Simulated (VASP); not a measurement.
# CaB3Sb3 (Pm-3m) in VASP: relaxation of cell and atoms with PBE

Aim: the relaxation of cell and atoms of CaB3Sb3 with PBE.

Everything below comes from runs of VASP 6.6.1. Logs are shortened: lines on timing, memory, paths and dates and some standing lists are left out, and cuts for length are marked.

## 1. The cell of the first run

It takes space group Pm-3m (No. 221, cubic). The conventional cell has a = 5.152 Å, b = 5.152 Å, c = 5.152 Å, α = 90.00°, β = 90.00°, γ = 90.00°. Within 3.4 Å of Ca (site symmetry m-3m) lie 6 B at 2.58 Å. B (site symmetry 4/mmm) has 2 Ca at 2.58 Å and 4 Sb at 2.58 Å within 3.4 Å. Within 3.4 Å of Sb (site symmetry 4/mmm) lie 4 B at 2.58 Å.

The cell was built from a structure type or drawn by symmetry, and may not be a known phase.

## 2. Relaxation of cell and atoms, PBE

File INCAR:

```
PREC = Accurate ; ENCUT = 600
EDIFF = 1E-6 ; ISMEAR = 0
SIGMA = 0.1 ; LREAL = F
LASPH = T ; NELM = 60
ALGO = Normal ; ISIF = 3
LWAVE = F ; LCHARG = F
GGA = PE ; IBRION = 2
NSW = 100 ; EDIFFG = -0.01
```

File KPOINTS:

```
regular mesh
0
Gamma
  8 8 8
```

File POSCAR:

```
CaB3Sb3
1.0
    5.1516378182      0.0000000000      0.0000000000
    0.0000000000      5.1516378182      0.0000000000
    0.0000000000      0.0000000000      5.1516378182
Ca B Sb
1 3 3
Direct
    0.0000000000      0.0000000000      0.0000000000
    0.0000000000      0.5000000000      0.0000000000
    0.5000000000      0.0000000000      0.0000000000
    0.0000000000      0.0000000000      0.5000000000
    0.0000000000      0.5000000000      0.5000000000
    0.5000000000      0.0000000000      0.5000000000
    0.5000000000      0.5000000000      0.0000000000
```

Potentials or basis: VASP PAW PBE potentials, release 64 (Ca_sv, B, Sb).

Run with:

```
$ cat potpaw_PBE.64/Ca_sv/POTCAR potpaw_PBE.64/B/POTCAR potpaw_PBE.64/Sb/POTCAR > POTCAR
$ mpirun -np 1 vasp_std > vasp.out
```

OUTCAR:

```text
PREC = Accurate
   ENCUT = 600
   EDIFF = 1E-6
   ISMEAR = 0
   LREAL = F
   LASPH = T
   NELM = 60
   ISIF = 3
   GGA = PE
   IBRION = 2
   NSW = 100
   EDIFFG = -0.01

 ion  position               nearest neighbor table
   1  0.000  0.000  0.000-   2 2.58   3 2.58   4 2.58   4 2.58   2 2.58   3 2.58
   2  0.000  0.500  0.000-   1 2.58   5 2.58   7 2.58   5 2.58   1 2.58   7 2.58
   3  0.500  0.000  0.000-   1 2.58   6 2.58   7 2.58   6 2.58   7 2.58   1 2.58
   4  0.000  0.000  0.500-   1 2.58   5 2.58   6 2.58   1 2.58   5 2.58   6 2.58
   5  0.000  0.500  0.500-   2 2.58   4 2.58   2 2.58   4 2.58   6 3.64   7 3.64   7 3.64   6 3.64
                             6 3.64   7 3.64   7 3.64   6 3.64
   6  0.500  0.000  0.500-   3 2.58   4 2.58   3 2.58   4 2.58   5 3.64   7 3.64   5 3.64   7 3.64
                             7 3.64   7 3.64   5 3.64   5 3.64
   7  0.500  0.500  0.000-   2 2.58   3 2.58   3 2.58   2 2.58   5 3.64   6 3.64   5 3.64   6 3.64
                             6 3.64   6 3.64   5 3.64   5 3.64

  LATTYP: Found a simple cubic cell.
 ALAT       =     5.1516378182

  Lattice vectors:

 A1 = (   5.1516378182,   0.0000000000,   0.0000000000)
 A2 = (   0.0000000000,   5.1516378182,   0.0000000000)
 A3 = (   0.0000000000,   0.0000000000,   5.1516378182)

Analysis of symmetry for initial positions (statically):
=====================================================================
 Subroutine PRICEL returns:
 Original cell was already a primitive cell.

 Routine SETGRP: Setting up the symmetry group for a
 simple cubic supercell.

 Subroutine GETGRP returns: Found 48 space group operations
 (whereof 48 operations were pure point group operations)
 out of a pool of 48 trial point group operations.

The static configuration has the point symmetry O_h .

Analysis of symmetry for dynamics (positions and initial velocities):
=====================================================================
 Subroutine PRICEL returns:
 Original cell was already a primitive cell.

 Routine SETGRP: Setting up the symmetry group for a
 simple cubic supercell.

 Subroutine GETGRP returns: Found 48 space group operations
 (whereof 48 operations were pure point group operations)
 out of a pool of 48 trial point group operations.

The dynamic configuration has the point symmetry O_h .

 Subroutine INISYM returns: Found 48 space group operations
 (whereof 48 operations are pure point group operations),
 and found     1 'primitive' translations

----------------------------------------------------------------------------------------

                                     Primitive cell

  volume of cell :     136.7212

  direct lattice vectors                    reciprocal lattice vectors
     5.151637818  0.000000000  0.000000000     0.194113025  0.000000000  0.000000000
     0.000000000  5.151637818  0.000000000     0.000000000  0.194113025  0.000000000
     0.000000000  0.000000000  5.151637818     0.000000000  0.000000000  0.194113025

  length of vectors
     5.151637818  5.151637818  5.151637818     0.194113025  0.194113025  0.194113025

  position of ions in fractional coordinates (direct lattice)
     0.000000000  0.000000000  0.000000000
     0.000000000  0.500000000  0.000000000
     0.500000000  0.000000000  0.000000000
     0.000000000  0.000000000  0.500000000
     0.000000000  0.500000000  0.500000000
     0.500000000  0.000000000  0.500000000
     0.500000000  0.500000000  0.000000000

  ion indices of the primitive-cell ions
   primitive index   ion index
                 1           1
                 2           2
                 3           3
                 4           4
                 5           5
                 6           6
                 7           7

----------------------------------------------------------------------------------------

 KPOINTS: regular mesh

Automatic generation of k-mesh.
 Grid dimensions read from file:
 generate k-points for:    8    8    8

 Generating k-lattice:

  Cartesian coordinates                     Fractional coordinates (reciprocal lattice)
     0.024264128  0.000000000  0.000000000     0.125000000  0.000000000  0.000000000
     0.000000000  0.024264128  0.000000000     0.000000000  0.125000000  0.000000000
     0.000000000  0.000000000  0.024264128     0.000000000  0.000000000  0.125000000

  Length of vectors
     0.024264128  0.024264128  0.024264128

  Shift w.r.t. Gamma in fractional coordinates (k-lattice)
     0.000000000  0.000000000  0.000000000

 Subroutine IBZKPT returns following result:
 ===========================================

 Found     35 irreducible k-points:

 Following reciprocal coordinates:
            Coordinates               Weight
  0.000000  0.000000  0.000000      1.000000
  0.125000  0.000000  0.000000      6.000000
  0.250000  0.000000  0.000000      6.000000
  0.375000  0.000000  0.000000      6.000000
  0.500000  0.000000  0.000000      3.000000
  0.125000  0.125000  0.000000     12.000000
[... 16 lines left out ...]
  0.375000  0.375000  0.125000     24.000000
  0.500000  0.375000  0.125000     24.000000
 [... further k-points ...]
   k-points           NKPTS =     35   k-points in BZ     NKDIM =     35   number of bands    NBANDS=     21
   number of dos      NEDOS =    301   number of ions     NIONS =      7
   total plane-waves  NPLWV =  74088
   dimension x,y,z NGX =    42 NGY =   42 NGZ =   42
   dimension x,y,z NGXF=    84 NGYF=   84 NGZF=   84
   ions per type =               1   3   3
   NGX,Y,Z   is equivalent  to a cutoff of  13.55, 13.55, 13.55 a.u.
   NGXF,Y,Z  is equivalent  to a cutoff of  27.11, 27.11, 27.11 a.u.
 SYSTEM =  unknown system
   PREC   = accura    normal or accurate (medium, high low for compatibility)
   ISTART =      0    job   : 0-new  1-cont  2-samecut
   ICHARG =      2    charge: 1-file 2-atom 10-const
   ISPIN  =      1    spin polarized calculation?
   LNONCOLLINEAR =      F non collinear calculations
   LSORBIT =      F    spin-orbit coupling
   LASPH  =      T    aspherical Exc in radial PAW
   ENCUT  =  600.0 eV  44.10 Ry    6.64 a.u.  10.29 10.29 10.29*2*pi/ulx,y,z
   NELM   =     60;   NELMIN=  2; NELMDL= -5     # of ELM steps
   EDIFF  = 0.1E-05   stopping-criterion for ELM
   LREAL  =      F    real-space projection
   EDIFFG = -.1E-01   stopping-criterion for IOM
   NSW    =    100    number of steps for IOM
   IBRION =      2    ionic relax: 0-MD 1-quasi-New 2-CG
   NFREE  =      1    steps in history (QN), initial steepest desc. (CG)
   ISIF   =      3    stress and relaxation
   ISYM   =      2    0-nonsym 1-usesym 2-fastsym
   POTIM  = 0.5000    time-step for ionic-motion
   TEBEG  =    0.0;   TEEND  =   0.0 temperature during run
   PSTRESS=    0.0 pullay stress
   NELECT =      34.0000    total number of electrons
   NUPDOWN=      -1.0000    fix difference up-down
   EMIN   =  10.00;   EMAX   =-10.00  energy-range for DOS
   EFERMI =   0.00;   METHOD = LEGACY
   ISMEAR =     0;   SIGMA  =   0.10  broadening in eV -4-tet -1-fermi 0-gaus
   EFERMI_NEDOS =   21; number of points for ismear=-14 and -15
   IALGO  =     38    algorithm
   IMIX   =      4    mixing-type and parameters
     AMIX     =   0.40;   BMIX     =  1.00
     AMIX_MAG =   1.60;   BMIX_MAG =  1.00
  volume/ion in A,a.u.               =      19.53       131.81
  Fermi-wavevector in a.u.,A,eV,Ry     =   1.029491  1.945456 14.420153  1.059851
  Thomas-Fermi vector in A             =   2.163541
   LORBIT       =      0    0 simple, 1 ext, 2 COOP (PROOUT), +10 PAW based schemes
   GGA     = PE    functional components
   LHFCALC =     F    Hartree Fock is set to
   AEXX    =    0.0000 exact exchange contribution
   IVDW    =     0    specifies the selected vdW correction
   LEPSILON=     F    determine dielectric tensor
   LRPA    =     F    only Hartree local field effects (RPA)
 conjugate gradient relaxation of ions
 non-spin polarized calculation
 Gauss-broadening in eV      SIGMA  =   0.10
  energy-cutoff  :      600.00
  volume of cell :      136.72
 maximum number of plane-waves:      4632
 NGX is ok and might be reduce to    42
   NGX = 21   NGY = 21   NGZ = 21

--------------------------------------- Ionic step        1  -------------------------------------------

 number of electron      34.0000001 magnetization

 Free energy of the ion-electron system (eV)
  ---------------------------------------------------
  ext. energy  EPLUGINS =         0.00000000
  ---------------------------------------------------
  free energy    TOTEN  =       -27.45269548 eV

  energy without entropy =      -27.42237774  energy(sigma->0) =      -27.43753661

------------------------ aborting loop because EDIFF is reached ----------------------------------------

  FORCE on cell =-STRESS in cart. coord.  units (eV):
  Direction    XX          YY          ZZ          XY          YZ          ZX
  --------------------------------------------------------------------------------------
  -------------------------------------------------------------------------------------
  Total       -0.7704894     -0.7704894     -0.7704894      0.0000000      0.0000000     -0.0000000
  in kB       -9.0290338     -9.0290338     -9.0290338      0.0000000      0.0000000     -0.0000000
  external PRESSURE =      -9.0290338 kB  Pullay stress =       0.0000000 kB
[... 67 lines left out ...]
  energy  without entropy=      -27.4286162347  energy(sigma->0) =      -27.44348498

--------------------------------------- Ionic step        3  -------------------------------------------

 number of electron      34.0000000 magnetization

 Free energy of the ion-electron system (eV)
  ---------------------------------------------------
  ext. energy  EPLUGINS =         0.00000000
  ---------------------------------------------------
  free energy    TOTEN  =       -27.45839868 eV

  energy without entropy =      -27.42860511  energy(sigma->0) =      -27.44350189

 E-fermi :   6.5702     XC(G=0): -10.1823

 val. band max:        6.5312061583   @ k =   0.5000   0.2500   0.2500
 cond. band min:       6.5763155684   @ k =   0.3750   0.3750   0.1250
 fundamental gap:      0.0451094101
 Fermi energy:         6.5702470304

 k-point     1 :       0.0000    0.0000    0.0000
  band No.  band energies     occupation
      1     -33.0377      2.00000
      2     -14.1934      2.00000
      3     -14.1934      2.00000
      4     -14.1934      2.00000
      5      -5.7514      2.00000
      6      -2.4595      2.00000
[... 550 lines left out ...]
      5      -4.0070      2.00000
      6      -3.7747      2.00000
[... 13 lines left out ...]
     20       8.1119      0.00000
     21       8.5457      0.00000

 [... further k-points ...]

------------------------ aborting loop because EDIFF is reached ----------------------------------------

  FORCE on cell =-STRESS in cart. coord.  units (eV):
  Direction    XX          YY          ZZ          XY          YZ          ZX
  --------------------------------------------------------------------------------------
  -------------------------------------------------------------------------------------
  Total        0.0018461      0.0018461      0.0018461     -0.0000000     -0.0000000      0.0000000
  in kB        0.0219536      0.0219536      0.0219536     -0.0000000     -0.0000000      0.0000000
  external PRESSURE =       0.0219536 kB  Pullay stress =       0.0000000 kB
[... 22 lines left out ...]
  FREE ENERGIE OF THE ION-ELECTRON SYSTEM (eV)
  ---------------------------------------------------
  free  energy   TOTEN  =       -27.4583986819 eV

  energy  without entropy=      -27.4286051064  energy(sigma->0) =      -27.44350189

 reached required accuracy - stopping structural energy minimisation
```

It took 1.7 min on 1 thread of Intel Xeon 6975P-C (Granite Rapids), shared host; peak memory 0.36 GiB.

What came out:

```yaml
Free_energy: -27.4584 eV
Relaxed_volume: 19.25 Å³/atom
Relaxed_cell: a = 5.126 Å, b = 5.126 Å, c = 5.126 Å, α = 90.00°, β = 90.00°, γ = 90.00°
Space_group_after_relaxing_to_0.1_Å: Pm-3m (No. 221)
Energy_gained_by_relaxing: 0.8 meV/atom
Ionic_steps: 3
Pressure_after_relaxing: 0.0 GPa
Band_gap_on_the_k_mesh: zero (bands 17 and 18 overlap by 1.26 eV)
```

Step by step:
| step | energy change (eV) | largest force (eV/Å) | pressure (GPa) | volume (Å³) |
| --- | --- | --- | --- | --- |
| 1 | 0.0000 | 0.0000 | -0.90 | 136.72 |
| 2 | -0.0057 | 0.0000 | 0.08 | 134.55 |
| 3 | -0.0057 | 0.0000 | 0.00 | 134.73 |

Final structure:
```cif
data_structure
_symmetry_space_group_name_H-M 'P 1'
_symmetry_Int_Tables_number 1
_cell_length_a 5.1265
_cell_length_b 5.1265
_cell_length_c 5.1265
_cell_angle_alpha 90.000
_cell_angle_beta 90.000
_cell_angle_gamma 90.000
_cell_volume 134.73
loop_
_atom_site_label
_atom_site_type_symbol
_atom_site_fract_x
_atom_site_fract_y
_atom_site_fract_z
_atom_site_occupancy
Ca1 Ca 0.00000 0.00000 0.00000 1
B1 B 0.00000 0.50000 0.00000 1
B2 B 0.50000 0.00000 0.00000 1
B3 B 0.00000 0.00000 0.50000 1
Sb1 Sb 0.00000 0.50000 0.50000 1
Sb2 Sb 0.50000 0.00000 0.50000 1
Sb3 Sb 0.50000 0.50000 0.00000 1
```

Caveat: spin-orbit coupling is left out, which moves the levels of the heavy elements.
